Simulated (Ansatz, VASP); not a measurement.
# One calculation of TaN, two programs

```
Ta N
1.0
     0.00000    2.17900    2.17900
     2.25527    0.00000    2.17900
     2.25527    2.17900    0.00000
Ta N
1 1
Direct
  0.50000 0.50000 0.50000
  0.00000 0.00000 0.00000
```

Change from the starting cell: strain +0.0350 x Voigt [1, 0, 0, 0, 0, 0], atoms carried along.

Alike in both runs: task single point; functional PBEsol; k mesh 18 × 18 × 18; occupations gaussian, width 0.15 eV; no spin polarisation.

```csv
,VASP,Ansatz
version,VASP 6.6.1,Ansatz 0.2.0
potentials or method,"VASP PAW PBE potentials, release 64 (Ta_pv, N), cutoff 520 eV","scalar-relativistic, plane waves, PAW"
valence electrons in the cell,16,18
```

```csv
,VASP,Ansatz,Ansatz less VASP
gap on the k mesh at the Fermi level (eV),none,none,-
pressure (GPa),-5.7,-6.6,-0.88
"traceless stress, the component that is largest in VASP (GPa)",-11.62,-11.54,+0.076
```

VASP's potentials were made for PBE, not for PBEsol. A gap of «none» marks a metal or a gap that the smearing closes. With one functional, cell and mesh, what is left measures potentials, basis and numerics. VASP's potentials hold 16 valence electrons a cell and Ansatz's 18, so a difference there can come from the potentials and not from the codes.

Spin-orbit coupling is off throughout.
